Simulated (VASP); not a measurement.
# Al7Tl (Pm-3m) in VASP: further runs

The runs below take Al7Tl through single point, relaxation of cell and atoms, with PBE.

Program: VASP 6.6.1. These are calculated values, not measurements. Logs are shortened: lines on timing, memory, paths and dates and some standing lists are left out, and cuts for length are marked.

## 1. The cell of the first run

Symmetry: Pm-3m, No. 221, cubic system. The conventional cell has a = 5.401 Å, b = 5.401 Å, c = 5.401 Å, α = 90.00°, β = 90.00°, γ = 90.00°. Within 3.6 Å of Al (site symmetry 4/mmm) lie 4 Al at 2.70 Å and 2 Tl at 2.70 Å. Al (site symmetry 4/mmm) has 6 Al at 2.70 Å within 3.6 Å. Al (site symmetry m-3m) has 6 Al at 2.70 Å within 3.6 Å. Within 3.6 Å of Tl (site symmetry m-3m) lie 6 Al at 2.70 Å.

The cell was generated, and may not be a known phase.

## 2. Single point, PBE

The input, INCAR:

```
PREC = Accurate
ENCUT = 520
EDIFF = 1E-6
ISMEAR = 0
SIGMA = 0.1
LREAL = False
LASPH = True
NELM = 100
ALGO = Fast
ISIF = 2
LWAVE = False
LCHARG = False
GGA = PE
NBANDS = 27
```

The input, KPOINTS:

```
Automatic mesh
0
Gamma
  4 4 4
```

The input, POSCAR:

```
Al7Tl
1.0
    5.4005470900      0.0000000000      0.0000000000
    0.0000000000      5.4005470900      0.0000000000
    0.0000000000      0.0000000000      5.4005470900
Al Tl
7 1
Direct
    0.5000000000      0.0000000000      0.0000000000
    0.0000000000      0.5000000000      0.0000000000
    0.0000000000      0.0000000000      0.5000000000
    0.0000000000      0.5000000000      0.5000000000
    0.5000000000      0.0000000000      0.5000000000
    0.5000000000      0.5000000000      0.0000000000
    0.5000000000      0.5000000000      0.5000000000
    0.0000000000      0.0000000000      0.0000000000
```

Potentials or basis: VASP PAW PBE potentials, release 64 (Al, Tl_d).

Command:

```
$ cat potpaw_PBE.64/Al/POTCAR potpaw_PBE.64/Tl_d/POTCAR > POTCAR
$ mpirun -np 1 vasp_std > vasp.out
```

OUTCAR:

```text
PREC = Accurate
   ENCUT = 520
   EDIFF = 1E-6
   ISMEAR = 0
   LREAL = False
   LASPH = True
   NELM = 100
   ISIF = 2
   GGA = PE

 ion  position               nearest neighbor table
   1  0.500  0.000  0.000-   5 2.70   6 2.70   8 2.70   5 2.70   6 2.70   8 2.70
   2  0.000  0.500  0.000-   4 2.70   6 2.70   8 2.70   4 2.70   8 2.70   6 2.70
   3  0.000  0.000  0.500-   4 2.70   5 2.70   8 2.70   8 2.70   4 2.70   5 2.70
   4  0.000  0.500  0.500-   2 2.70   3 2.70   7 2.70   2 2.70   3 2.70   7 2.70
   5  0.500  0.000  0.500-   1 2.70   3 2.70   7 2.70   1 2.70   7 2.70   3 2.70
   6  0.500  0.500  0.000-   1 2.70   2 2.70   7 2.70   7 2.70   1 2.70   2 2.70
   7  0.500  0.500  0.500-   4 2.70   5 2.70   6 2.70   6 2.70   5 2.70   4 2.70
   8  0.000  0.000  0.000-   1 2.70   2 2.70   3 2.70   3 2.70   2 2.70   1 2.70

  LATTYP: Found a simple cubic cell.
 ALAT       =     5.4005470900

  Lattice vectors:

 A1 = (   5.4005470900,   0.0000000000,   0.0000000000)
 A2 = (   0.0000000000,   5.4005470900,   0.0000000000)
 A3 = (   0.0000000000,   0.0000000000,   5.4005470900)

Analysis of symmetry for initial positions (statically):
=====================================================================
 Subroutine PRICEL returns:
 Original cell was already a primitive cell.

 Routine SETGRP: Setting up the symmetry group for a
 simple cubic supercell.

 Subroutine GETGRP returns: Found 48 space group operations
 (whereof 48 operations were pure point group operations)
 out of a pool of 48 trial point group operations.

The static configuration has the point symmetry O_h .

Analysis of symmetry for dynamics (positions and initial velocities):
=====================================================================
 Subroutine PRICEL returns:
 Original cell was already a primitive cell.

 Routine SETGRP: Setting up the symmetry group for a
 simple cubic supercell.

 Subroutine GETGRP returns: Found 48 space group operations
 (whereof 48 operations were pure point group operations)
 out of a pool of 48 trial point group operations.

The dynamic configuration has the point symmetry O_h .

 Subroutine INISYM returns: Found 48 space group operations
 (whereof 48 operations are pure point group operations),
 and found     1 'primitive' translations

----------------------------------------------------------------------------------------

                                     Primitive cell

  volume of cell :     157.5119

  direct lattice vectors                    reciprocal lattice vectors
     5.400547090  0.000000000  0.000000000     0.185166425  0.000000000  0.000000000
     0.000000000  5.400547090  0.000000000     0.000000000  0.185166425  0.000000000
     0.000000000  0.000000000  5.400547090     0.000000000  0.000000000  0.185166425

  length of vectors
     5.400547090  5.400547090  5.400547090     0.185166425  0.185166425  0.185166425

  position of ions in fractional coordinates (direct lattice)
     0.500000000  0.000000000  0.000000000
     0.000000000  0.500000000  0.000000000
     0.000000000  0.000000000  0.500000000
     0.000000000  0.500000000  0.500000000
     0.500000000  0.000000000  0.500000000
     0.500000000  0.500000000  0.000000000
     0.500000000  0.500000000  0.500000000
     0.000000000  0.000000000  0.000000000

  ion indices of the primitive-cell ions
   primitive index   ion index
                 1           1
                 2           2
                 3           3
                 4           4
                 5           5
                 6           6
                 7           7
                 8           8

----------------------------------------------------------------------------------------

 KPOINTS: Automatic mesh

Automatic generation of k-mesh.
 Grid dimensions read from file:
 generate k-points for:    4    4    4

 Generating k-lattice:

  Cartesian coordinates                     Fractional coordinates (reciprocal lattice)
     0.046291606  0.000000000  0.000000000     0.250000000  0.000000000  0.000000000
     0.000000000  0.046291606  0.000000000     0.000000000  0.250000000  0.000000000
     0.000000000  0.000000000  0.046291606     0.000000000  0.000000000  0.250000000

  Length of vectors
     0.046291606  0.046291606  0.046291606

  Shift w.r.t. Gamma in fractional coordinates (k-lattice)
     0.000000000  0.000000000  0.000000000

 Subroutine IBZKPT returns following result:
 ===========================================

 Found     10 irreducible k-points:

 Following reciprocal coordinates:
            Coordinates               Weight
  0.000000  0.000000  0.000000      1.000000
  0.250000  0.000000  0.000000      6.000000
  0.500000  0.000000  0.000000      3.000000
  0.250000  0.250000  0.000000     12.000000
  0.500000  0.250000  0.000000     12.000000
  0.500000  0.500000  0.000000      3.000000
  0.250000  0.250000  0.250000      8.000000
  0.500000  0.250000  0.250000     12.000000
  0.500000  0.500000  0.250000      6.000000
  0.500000  0.500000  0.500000      1.000000
   k-points           NKPTS =     10   k-points in BZ     NKDIM =     10   number of bands    NBANDS=     27
   number of dos      NEDOS =    301   number of ions     NIONS =      8
   total plane-waves  NPLWV =  64000
   dimension x,y,z NGX =    40 NGY =   40 NGZ =   40
   dimension x,y,z NGXF=    80 NGYF=   80 NGZF=   80
   ions per type =               7   1
   NGX,Y,Z   is equivalent  to a cutoff of  12.31, 12.31, 12.31 a.u.
   NGXF,Y,Z  is equivalent  to a cutoff of  24.63, 24.63, 24.63 a.u.
 SYSTEM =  unknown system
   PREC   = accura    normal or accurate (medium, high low for compatibility)
   ISTART =      0    job   : 0-new  1-cont  2-samecut
   ICHARG =      2    charge: 1-file 2-atom 10-const
   ISPIN  =      1    spin polarized calculation?
   LNONCOLLINEAR =      F non collinear calculations
   LSORBIT =      F    spin-orbit coupling
   LASPH  =      T    aspherical Exc in radial PAW
   ENCUT  =  520.0 eV  38.22 Ry    6.18 a.u.  10.04 10.04 10.04*2*pi/ulx,y,z
   NELM   =    100;   NELMIN=  2; NELMDL= -5     # of ELM steps
   EDIFF  = 0.1E-05   stopping-criterion for ELM
   LREAL  =      F    real-space projection
   EDIFFG = 0.1E-04   stopping-criterion for IOM
   NSW    =      0    number of steps for IOM
   IBRION =     -1    ionic relax: 0-MD 1-quasi-New 2-CG
   NFREE  =      0    steps in history (QN), initial steepest desc. (CG)
   ISIF   =      2    stress and relaxation
   ISYM   =      2    0-nonsym 1-usesym 2-fastsym
   POTIM  = 0.5000    time-step for ionic-motion
   TEBEG  =    0.0;   TEEND  =   0.0 temperature during run
   PSTRESS=    0.0 pullay stress
   NELECT =      34.0000    total number of electrons
   NUPDOWN=      -1.0000    fix difference up-down
   EMIN   =  10.00;   EMAX   =-10.00  energy-range for DOS
   EFERMI =   0.00;   METHOD = LEGACY
   ISMEAR =     0;   SIGMA  =   0.10  broadening in eV -4-tet -1-fermi 0-gaus
   EFERMI_NEDOS =   21; number of points for ismear=-14 and -15
   IALGO  =     68    algorithm
   IMIX   =      4    mixing-type and parameters
     AMIX     =   0.40;   BMIX     =  1.00
     AMIX_MAG =   1.60;   BMIX_MAG =  1.00
  volume/ion in A,a.u.               =      19.69       132.87
  Fermi-wavevector in a.u.,A,eV,Ry     =   0.982042  1.855790 13.121546  0.964406
  Thomas-Fermi vector in A             =   2.113094
   LORBIT       =      0    0 simple, 1 ext, 2 COOP (PROOUT), +10 PAW based schemes
   GGA     = PE    functional components
   LHFCALC =     F    Hartree Fock is set to
   AEXX    =    0.0000 exact exchange contribution
   IVDW    =     0    specifies the selected vdW correction
   LEPSILON=     F    determine dielectric tensor
   LRPA    =     F    only Hartree local field effects (RPA)
 non-spin polarized calculation
 RMM-DIIS sequential band-by-band and
 Gauss-broadening in eV      SIGMA  =   0.10
  energy-cutoff  :      520.00
  volume of cell :      157.51
 maximum number of plane-waves:      4272
   NGX = 21   NGY = 21   NGZ = 21

 number of electron      34.0000002 magnetization

 Free energy of the ion-electron system (eV)
  ---------------------------------------------------
  ext. energy  EPLUGINS =         0.00000000
  ---------------------------------------------------
  free energy    TOTEN  =       -25.08882274 eV

  energy without entropy =      -25.06507980  energy(sigma->0) =      -25.07695127

 E-fermi :   6.5067     XC(G=0):  -9.8379

 val. band max:        6.5053937670   @ k =   0.2500   0.0000   0.0000
 cond. band min:       6.5326418693   @ k =   0.2500   0.2500   0.0000
 fundamental gap:      0.0272481023
 Fermi energy:         6.5067391545

 k-point     1 :       0.0000    0.0000    0.0000
  band No.  band energies     occupation
      1      -5.6594      2.00000
      2      -5.6594      2.00000
      3      -5.3249      2.00000
      4      -5.3249      2.00000
      5      -5.3249      2.00000
      6      -3.7740      2.00000
[... 19 lines left out ...]
     26       9.4446      0.00000
     27       9.4446      0.00000

 k-point     2 :       0.2500    0.0000    0.0000
  band No.  band energies     occupation
      1      -5.6573      2.00000
      2      -5.6366      2.00000
      3      -5.3295      2.00000
      4      -5.3295      2.00000
      5      -5.3246      2.00000
      6      -3.4706      2.00000
[... 19 lines left out ...]
     26      10.6726      0.00000
     27      10.6726      0.00000

 k-point     3 :       0.5000    0.0000    0.0000
  band No.  band energies     occupation
      1      -5.6552      2.00000
      2      -5.6146      2.00000
      3      -5.3342      2.00000
      4      -5.3342      2.00000
      5      -5.3243      2.00000
      6      -2.8421      2.00000
[... 174 lines left out ...]
      1      -5.6073      2.00000
      2      -5.5810      2.00000
      3      -5.3502      2.00000
      4      -5.3410      2.00000
      5      -5.3410      2.00000
      6      -1.8026      2.00000
[... 19 lines left out ...]
     26      10.5662      0.00000
     27      10.8592      0.00000

 k-point    10 :       0.5000    0.5000    0.5000
  band No.  band energies     occupation
      1      -5.5806      2.00000
      2      -5.5806      2.00000
      3      -5.3487      2.00000
      4      -5.3487      2.00000
      5      -5.3487      2.00000
      6      -1.3919      2.00000
[... 19 lines left out ...]
     26       9.6760      0.00000
     27       9.6760      0.00000

------------------------ aborting loop because EDIFF is reached ----------------------------------------

  FORCE on cell =-STRESS in cart. coord.  units (eV):
  Direction    XX          YY          ZZ          XY          YZ          ZX
  --------------------------------------------------------------------------------------
  -------------------------------------------------------------------------------------
  Total        5.1155820      5.1155820      5.1155820     -0.0000000     -0.0000000      0.0000000
  in kB       52.0346172     52.0346172     52.0346172     -0.0000000     -0.0000000      0.0000000
  external PRESSURE =      52.0346172 kB  Pullay stress =       0.0000000 kB

 VOLUME and BASIS-vectors are now :
 -----------------------------------------------------------------------------
  energy-cutoff  :      520.00
  volume of cell :      157.51
      direct lattice vectors                 reciprocal lattice vectors
     5.400547090  0.000000000  0.000000000     0.185166425  0.000000000  0.000000000
     0.000000000  5.400547090  0.000000000     0.000000000  0.185166425  0.000000000
     0.000000000  0.000000000  5.400547090     0.000000000  0.000000000  0.185166425

 POSITION                                       TOTAL-FORCE (eV/Angst)
 -----------------------------------------------------------------------------------
      2.70027      0.00000      0.00000         0.000000      0.000000      0.000000
      0.00000      2.70027      0.00000         0.000000      0.000000      0.000000
      0.00000      0.00000      2.70027         0.000000      0.000000      0.000000
      0.00000      2.70027      2.70027         0.000000      0.000000      0.000000
      2.70027      0.00000      2.70027         0.000000      0.000000      0.000000
      2.70027      2.70027      0.00000         0.000000      0.000000      0.000000
      2.70027      2.70027      2.70027         0.000000      0.000000      0.000000
      0.00000      0.00000      0.00000         0.000000      0.000000      0.000000
 -----------------------------------------------------------------------------------
    total drift:                               -0.000000     -0.000000      0.000000

  FREE ENERGIE OF THE ION-ELECTRON SYSTEM (eV)
  ---------------------------------------------------
  free  energy   TOTEN  =       -25.0888227419 eV

  energy  without entropy=      -25.0650798004  energy(sigma->0) =      -25.07695127
```

Run time: 66 s. Hardware: 1 thread of Oxide Virtual Turin-like, shared host; peak memory 0.2 GiB.

What came out:

| Quantity | Value |
| --- | --- |
| Free energy | -25.0888 eV |
| Pressure | 5.2 GPa |
| Band gap on the k mesh | zero (bands 17 and 18 overlap by 3.30 eV) |

Levels at points of the mesh, in eV from the Fermi level:
```csv
k point,band 14,band 15,band 16,band 17,band 18,band 19,band 20,band 21
"(0.00, 0.00, 0.00)",-0.67,-0.67,-0.67,-0.57,-0.57,-0.57,0.07,0.07
"(0.50, 0.00, 0.00)",-2.94,-2.94,0.51,0.51,0.59,0.64,0.64,0.85
"(0.50, 0.50, 0.00)",-2.03,-1.89,-1.73,-1.73,1.69,1.77,1.77,2.31
"(0.50, 0.50, 0.50)",2.73,2.73,2.73,2.73,2.73,2.73,2.84,2.84
```

Caveat: the cell stands under pressure; spin-orbit coupling is left out, which moves the levels of the heavy elements.

## 3. Single point, PBE

This run uses another cell than the first one, of 21.51 Å³/atom.

The input, INCAR:

```
SYSTEM = Al7Tl
  PREC = Accurate
  ENCUT = 520
  EDIFF = 1E-6
  ISMEAR = 0
  SIGMA = 0.1
  LREAL = .False.
  LASPH = .True.
  NELM = 80
  ALGO = Fast
  ISIF = 2
  LWAVE = .False.
  LCHARG = .True.
  GGA = PE
  LELF = .True.
  LVHAR = .True.
  NBANDS = 27
```

The input, KPOINTS:

```
Automatic mesh
0
Gamma
  8 8 8
  0 0 0
```

Changes to POSCAR since step 2:

```diff
@@ -2,5 +2,5 @@
 1.0
-    5.4005470900      0.0000000000      0.0000000000
-    0.0000000000      5.4005470900      0.0000000000
-    0.0000000000      0.0000000000      5.4005470900
+    5.5621495526      0.0000000000      0.0000000000
+    0.0000000000      5.5621495526      0.0000000000
+    0.0000000000      0.0000000000      5.5621495526
 Al Tl
```

Potentials or basis: VASP PAW PBE potentials, release 64 (Al, Tl_d).

Command:

```
$ cat potpaw_PBE.64/Al/POTCAR potpaw_PBE.64/Tl_d/POTCAR > POTCAR
$ mpirun -np 1 vasp_std > vasp.out
```

Wall time 3.2 min (1 thread of Oxide Virtual Turin-like, shared host); peak memory 0.31 GiB.

The run converged. Its results:

```
Free energy            : -25.1934 eV
Pressure               : -0.1 GPa
Band gap on the k mesh : zero (bands 17 and 18 overlap by 3.20 eV)
```

Levels at points of the mesh, in eV from the Fermi level:
| k point | band 14 | band 15 | band 16 | band 17 | band 18 | band 19 | band 20 | band 21 |
| --- | --- | --- | --- | --- | --- | --- | --- | --- |
| (0.00, 0.00, 0.00) | -0.63 | -0.63 | -0.63 | -0.54 | -0.54 | -0.54 | -0.33 | -0.33 |
| (0.50, 0.00, 0.00) | -2.71 | -2.71 | 0.25 | 0.47 | 0.47 | 0.50 | 0.57 | 0.57 |
| (0.50, 0.50, 0.00) | -1.82 | -1.72 | -1.60 | -1.60 | 1.61 | 1.69 | 1.69 | 2.15 |
| (0.50, 0.50, 0.50) | 2.58 | 2.58 | 2.58 | 2.59 | 2.59 | 2.59 | 2.69 | 2.69 |

Caveat: spin-orbit coupling is left out, which moves the levels of the heavy elements.

## 4. Relaxation of cell and atoms, PBE

This run uses another cell than the first one, of 21.46 Å³/atom.

The input, INCAR:

```
ALGO     = Fast           # electronic algorithm
EDIFF    = 1E-7           # SCF threshold, eV
EDIFFG   = -0.01          # ionic threshold
ENCUT    = 600            # plane-wave cutoff, eV
GGA      = PE             # functional
IBRION   = 2              # ionic algorithm
ISIF     = 3              # what is computed and relaxed
ISMEAR   = 0              # smearing method
LASPH    = True           # aspherical terms in the spheres
LCHARG   = False          # write CHGCAR
LREAL    = False          # projectors in reciprocal space
LWAVE    = False          # write WAVECAR
NELM     = 60             # most SCF steps
NSW      = 100            # ionic steps
PREC     = Accurate       # precision mode
SIGMA    = 0.1            # smearing width, eV
```

The input, KPOINTS:

```
k-points
0
Gamma
  8 8 8
```

Changes to POSCAR since step 3:

```diff
@@ -2,5 +2,5 @@
 1.0
-    5.5621495526      0.0000000000      0.0000000000
-    0.0000000000      5.5621495526      0.0000000000
-    0.0000000000      0.0000000000      5.5621495526
+    5.5577486404      0.0000000000      0.0000000000
+    0.0000000000      5.5577486404      0.0000000000
+    0.0000000000      0.0000000000      5.5577486404
 Al Tl
```

Command:

```
$ cat potpaw_PBE.64/Al/POTCAR potpaw_PBE.64/Tl_d/POTCAR > POTCAR
$ mpirun -np 1 vasp_std > vasp.out
```

It took 5.9 min on 1 thread of Oxide Virtual Turin-like, shared host; peak memory 0.38 GiB.

The run converged. Its results:

- Free energy: -25.1936 eV
- Pressure after relaxing: 0.1 GPa
- Band gap on the k mesh: zero (bands 17 and 18 overlap by 3.21 eV)

Final structure:
```yaml
crystal:
  lattice:
    - [5.55775, 0.00000, 0.00000]
    - [0.00000, 5.55775, 0.00000]
    - [0.00000, 0.00000, 5.55775]
  atoms:
    - { symbol: Al, position: [0.50000, 0.00000, 0.00000] }
    - { symbol: Al, position: [0.00000, 0.50000, 0.00000] }
    - { symbol: Al, position: [0.00000, 0.00000, 0.50000] }
    - { symbol: Al, position: [0.00000, 0.50000, 0.50000] }
    - { symbol: Al, position: [0.50000, 0.00000, 0.50000] }
    - { symbol: Al, position: [0.50000, 0.50000, 0.00000] }
    - { symbol: Al, position: [0.50000, 0.50000, 0.50000] }
    - { symbol: Tl, position: [0.00000, 0.00000, 0.00000] }
```

Levels at points of the mesh, in eV from the Fermi level:
| k point | band 15 | band 16 | band 17 | band 18 | band 19 | band 20 |
| --- | --- | --- | --- | --- | --- | --- |
| (0.00, 0.00, 0.00) | -0.63 | -0.63 | -0.54 | -0.54 | -0.54 | -0.32 |
| (0.50, 0.00, 0.00) | -2.72 | 0.26 | 0.47 | 0.47 | 0.51 | 0.57 |
| (0.50, 0.50, 0.00) | -1.72 | -1.60 | -1.60 | 1.61 | 1.69 | 1.69 |
| (0.50, 0.50, 0.50) | 2.59 | 2.59 | 2.60 | 2.60 | 2.60 | 2.69 |

Caveat: the relaxation stopped at its first step, so nothing moved; spin-orbit coupling is left out, which moves the levels of the heavy elements.

## 5. The runs side by side

| task | cell | k mesh | cutoff (eV) | gap on the mesh (eV) | pressure (GPa) |
| --- | --- | --- | --- | --- | --- |
| single point | a = 5.401 Å, 8 atoms | 4 × 4 × 4 | 520 | none | 5.2 |
| single point | a = 5.562 Å, 8 atoms | 8 × 8 × 8 | 520 | none | -0.1 |
| relaxation of cell and atoms | relaxed from a = 5.558 Å, 8 atoms | 8 × 8 × 8 | 600 | none | 0.1 |

Alike in all rows: level PBE; potentials or basis VASP PAW PBE potentials, release 64 (Al, Tl_d); no spin polarisation; smearing gaussian 0.1 eV.

Caveats: spin-orbit coupling is left out, which moves the levels of the heavy elements; the cell stands under pressure (at least some runs); the relaxation stopped at its first step, so nothing moved (at least some runs).

Total energies depend on the potentials used, so only differences within one code and one set of settings carry meaning.

The gap in the log of VASP goes by the Fermi energy; the results here count the filled bands.